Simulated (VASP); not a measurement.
Hf, 1 atom in the cell. Symmetry: Im-3m, No. 229, cubic system. The conventional cell has a = 3.561 Å, b = 3.561 Å, c = 3.561 Å, α = 90.00°, β = 90.00°, γ = 90.00°. Within 4.1 Å of Hf (site symmetry m-3m) lie 14 Hf at 3.08 to 3.56 Å.  This cell differs from its parent crystal: volume scaled by 0.96.

```yaml
Program: VASP 6.6.1
Task: single point
Functional: PBEsol
Potentials_or_basis: VASP PAW PBE potentials, release 64 (Hf_pv)
Cutoff: 520 eV
k_mesh: 16 × 16 × 16
Occupations: fermi-dirac, width 0.08 eV
Spin: no spin polarisation
Dipole_correction: no
Further_INCAR_settings: ALGO = Normal; EDIFF = 1e-06; NBANDS = 11
```

Potentials or basis: VASP PAW PBE potentials, release 64 (Hf_pv).

Launch:

```console
$ cat potpaw_PBE.64/Hf_pv/POTCAR > POTCAR
$ mpirun -np 1 vasp_std > vasp.out
```

Hardware: 1 thread of Intel(R) Xeon(R) 6975P-C (Granite Rapids) (shared host).

Q: Estimate the wall time of this run.

A: Wall time 8.5 s on 1 thread of Intel(R) Xeon(R) 6975P-C (Granite Rapids), on a shared host, peak memory 0.16 GiB. Counts: scf iterations 11, k points 145.
